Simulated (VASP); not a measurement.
Crystal: Sn3Se.

```
CELL_PARAMETERS angstrom
4.80428 0.00000 0.00000
0.00000 4.80428 0.00000
0.00000 0.00000 4.80428
ATOMIC_POSITIONS crystal
Sn 0.50000 0.50000 0.00000
Sn 0.50000 0.00000 0.50000
Sn 0.00000 0.50000 0.50000
Se 0.00000 0.00000 0.00000
```

Base run:

- Program: VASP 6.6.1
- Functional: PBE
- Potentials or basis: VASP PAW PBE potentials, release 64 (Sn_d, Se)
- Cutoff: 520 eV
- k mesh: 6 × 6 × 6
- Occupations: fermi-dirac, width 0.05 eV
- Spin: no spin polarisation

Its results: band gap on the k mesh zero (band 24 reaches 8.66 eV, above the bottom of band 25 at 6.50 eV); pressure -1.5 GPa.

Q: The run is repeated on the same cell with these changes: functional from PBE to PBEsol. What comes out?

A: Band gap on the k mesh zero (band 24 reaches 8.51 eV, above the bottom of band 25 at 6.35 eV); pressure -4.2 GPa.

PBEsol binds more tightly than PBE, so the same cell stands under less pressure.

Caveats: spin-orbit coupling is left out, which moves the levels of the heavy elements; the PAW data sets were made with another functional, which shifts forces and pressure a little (some runs).
